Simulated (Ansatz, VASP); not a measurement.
## Two plane-wave programs on Cu

INCAR

```
SYSTEM = Cu
PREC = Accurate ; ENCUT = 600
EDIFF = 1E-6 ; ISMEAR = -1
SIGMA = 0.1 ; LREAL = .False.
LASPH = .True. ; NELM = 60
ALGO = Normal ; ISIF = 3
LWAVE = .False. ; LCHARG = .False.
GGA = RE ; IBRION = 2
NSW = 80 ; EDIFFG = -0.01
```

Contents of KPOINTS:

```
Automatic mesh
0
Gamma
  13 13 13
  0 0 0
```

File POSCAR:

```
Cu
1.0
    2.3364585681      0.0000000000      0.0000000000
    0.0000000000      2.3364585681      0.0000000000
    0.0000000000      0.0000000000      2.3364585681
Cu
1
Direct
    0.0000000000      0.0000000000      0.0000000000
```

Input for Ansatz:

```yaml
crystal:
  lattice:
    - [2.3364585681, 0.0, 0.0]
    - [0.0, 2.3364585681, 0.0]
    - [0.0, 0.0, 2.3364585681]
  atoms:
    - { symbol: Cu, position: [0.0, 0.0, 0.0] }
hamiltonian:
  xc: revpbe
  pseudopotentials:
    kind: paw
    azcp:
      Cu: "pseudopotentials/Cu.paw.azcp"
basis:
  ecutwfc: 420
  fft_grid_basis: typed
kpoints:
  mp_grid: { grid: [13, 13, 13], shift: [0, 0, 0] }
magnetization:
  spin_polarized: false
scf:
  occupations: { method: fermi_dirac, width: 0.1 }
relax:
  max_steps: 60
  f_tol: 0.01
  cell: {}
```

Alike in both runs: task relaxation of cell and atoms; functional revPBE; k mesh 13 × 13 × 13; occupations fermi-dirac, width 0.1 eV; no spin polarisation.

```csv
,VASP,Ansatz
version,VASP 6.6.1,Ansatz 0.2.0
potentials or method,"VASP PAW PBE potentials, release 64 (Cu), cutoff 600 eV","plane waves (420 eV) with PAW, scalar-relativistic"
valence electrons in the cell,11,19
```

Ansatz gave:

| Property | Result |
| --- | --- |
| relaxed volume (Å³/atom) | 14.35 |
| relaxed cell length with the largest relative difference (Å) | 2.430 |

Q: Estimate VASP's values.

A: Relaxed volume (Å³/atom): 14.39; relaxed cell length with the largest relative difference (Å): 2.432.

VASP's potentials were made for PBE, not for revPBE. VASP's potentials hold 11 valence electrons a cell and Ansatz's 19, so a difference there can come from the potentials and not from the codes.
